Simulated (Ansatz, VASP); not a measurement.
MnS in VASP and in Ansatz

```
Mn S
1.0
     1.83000    1.05655    2.97092
    -1.83000    1.05655    2.97092
     0.00000   -2.11310    2.97092
Mn S
1 1
Direct
  0.00000 0.00000 0.00000
  0.50000 0.50000 0.50000
```

Alike in both runs: task single point; functional PBE-based screened hybrid; k mesh 5 × 5 × 5; occupations fermi-dirac, width 0.05 eV; collinear spin.

|  | VASP | Ansatz |
| --- | --- | --- |
| version | VASP 6.6.1 | Ansatz 0.2.0 |
| potentials or method | VASP PAW PBE potentials, release 64 (Mn_pv, S) | Ansatz PAW |
| plane-wave cutoff (eV) | 520 | 420 |
| valence electrons in the cell | 19 | 21 |

|  | VASP | Ansatz | Ansatz less VASP |
| --- | --- | --- | --- |
| gap on the k mesh at the Fermi level (eV) | 0.21 | 0.20 | -0.007 |
| least direct gap on the mesh (eV) | 2.23 | 2.23 | +0.003 |
| pressure (GPa) | 3.7 | 3.7 | -0.05 |
| traceless stress, the component that is largest in VASP (GPa) | 0.35 | 0.35 | 0.000 |
| net moment per atom (μB) | 2.49 | 2.49 | 0.000 |
| size of the moment on the site where the two differ most (μB) | 4.49 | 4.43 | -0.058 |

VASP's potentials were made for PBE, not for PBE-based screened hybrid. Site moments also hang on the region over which each program counts them. VASP's potentials hold 19 valence electrons a cell and Ansatz's 21, so a difference there can come from the potentials and not from the codes.

The k mesh is coarse, so the values compare programs but aren't converged. Noted on Ansatz's run: the magnetic or orbital state may not be the lowest; odd divisions of the mesh miss points on the zone boundary, where band edges often lie, so the gap on the mesh can be too wide.
